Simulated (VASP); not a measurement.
Crystal: Ti.

```
CELL_PARAMETERS angstrom
4.60000 0.00000 0.00000
-2.30000 3.98372 0.00000
0.00000 0.00000 2.82000
ATOMIC_POSITIONS crystal
Ti 0.00000 0.00000 0.00000
Ti 0.33333 0.66667 0.50000
Ti 0.66667 0.33333 0.50000
```

Base run:

- Program: VASP 6.6.1
- Functional: BLYP
- Potentials or basis: VASP PAW PBE potentials, release 64 (Ti_sv)
- Cutoff: 520 eV
- k mesh: 8 × 8 × 12
- Occupations: methfessel-paxton, width 0.05 eV
- Spin: no spin polarisation

Its results: band gap on the k mesh zero (band 18 reaches 8.92 eV, above the bottom of band 19 at 8.64 eV); pressure 2.0 GPa.

The run is repeated on the same cell with these changes: functional from BLYP to LDA; potentials or basis from VASP PAW PBE potentials, release 64 (Ti_sv) to VASP PAW LDA potentials, release 64 (Ti_sv). What comes out?

Band gap on the k mesh zero (band 18 reaches 8.23 eV, above the bottom of band 19 at 7.94 eV); pressure -9.1 GPa.

Caveats: the PAW data sets were made with another functional, which shifts forces and pressure a little (some runs).
